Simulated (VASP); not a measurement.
A run of VASP 6.6.1:

INCAR

```
SYSTEM = SiCl5
PREC = Accurate ; ENCUT = 520
EDIFF = 1E-6 ; ISMEAR = 0
SIGMA = 0.1 ; LREAL = .False.
LASPH = .True. ; NELM = 100
ALGO = Normal ; ISIF = 2
LWAVE = .False. ; LCHARG = .True.
GGA = PE ; LELF = .True.
LVHAR = .True. ; NBANDS = 28
```

The input KPOINTS:

```
Automatic mesh
0
Gamma
  6 6 4
  0 0 0
```

Contents of POSCAR:

```
SiCl5
1.0
    5.4514130122      0.0000000000      0.0000000000
   -2.7257065061      4.7210621551      0.0000000000
    0.0000000000      0.0000000000      7.4556240233
Si Cl
1 5
Direct
    0.0000000000      0.0000000000      0.0000000000
    0.5000000000      0.0000000000      0.0000000000
    0.0000000000      0.5000000000      0.0000000000
    0.5000000000      0.5000000000      0.0000000000
    0.3333333333      0.6666666667      0.5000000000
    0.6666666667      0.3333333333      0.5000000000
```

Potentials or basis: VASP PAW PBE potentials, release 64 (Si, Cl).

The run is started by

```bash
$ cat potpaw_PBE.64/Si/POTCAR potpaw_PBE.64/Cl/POTCAR > POTCAR
$ mpirun -np 1 vasp_std > vasp.out
```

Hardware: 1 thread of Intel(R) Xeon(R) Platinum 8488C (Sapphire Rapids), with other jobs on the host.

Problem. Estimate the wall time of this run.

Solution. Run time: 2.1 min on 1 thread of Intel(R) Xeon(R) Platinum 8488C (Sapphire Rapids) (shared host), peak memory 0.32 GiB. Counts: scf iterations 17, k points 21.
